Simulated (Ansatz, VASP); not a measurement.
Two plane-wave programs on Si2N

```
Si N
1.0
     3.77488    0.00000    0.00000
     0.00000    3.77488    0.00000
     0.00000    0.00000    2.62361
Si N
2 1
Direct
  0.00000 0.50000 0.50000
  0.50000 0.00000 0.50000
  0.50000 0.50000 0.50000
```

Alike in both runs: functional PBE; k mesh 12 × 12 × 18; occupations gaussian, width 0.1 eV; no spin polarisation.

Ansatz relaxed the structure, and its values are those at the end. VASP's run is a single point on that final structure, the one shown.

|  | VASP | Ansatz |
| --- | --- | --- |
| version | VASP 6.6.1 | Ansatz 0.2.0 |
| potentials or method | VASP PAW PBE potentials, release 64 (Si, N), cutoff 520 eV | scalar-relativistic, plane waves, PAW |
| valence electrons in the cell | 13 | 13 |

```csv
,VASP,Ansatz,Ansatz less VASP
gap on the k mesh at the Fermi level (eV),none,none,-
pressure (GPa),0.0,0.0,+0.01
```

A gap of «none» marks a metal or a gap that the smearing closes. With one functional, cell and mesh, what is left measures potentials, basis and numerics.
